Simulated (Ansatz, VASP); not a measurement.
**LiNbO3 in VASP and in Ansatz**

```xyz
5
Lattice="3.9332 0.0000 0.0000 0.0000 3.9332 0.0000 0.0000 0.0000 3.9332" Properties=species:S:1:pos:R:3 pbc="T T T"
Li    0.0000    0.0000    0.0000
Nb    1.9666    1.9666    1.9666
O     1.9666    1.9666    0.0000
O     1.9666    0.0000    1.9666
O     0.0000    1.9666    1.9666
```

Alike in both runs: task single point; functional r2SCAN; k mesh 6 × 6 × 6; no spin polarisation.

|  | VASP | Ansatz |
| --- | --- | --- |
| version | VASP 6.6.1 | Ansatz 0.2.0 |
| potentials or method | VASP PAW PBE potentials, release 64 (Li_sv, Nb_sv, O) | plane waves, PAW |
| plane-wave cutoff (eV) | 520 | 500 |
| occupations | gaussian, width 0.01 eV | fixed |
| valence electrons in the cell | 34 | 34 |

```tsv
	VASP	Ansatz	Ansatz less VASP
gap on the k mesh at the Fermi level (eV)	2.11	2.13	+0.021
```

VASP's potentials were made for PBE, not for r2SCAN.

Noted on VASP's run: the cutoff is under 1.25 times that of the potentials, so the pressure is a little rough.
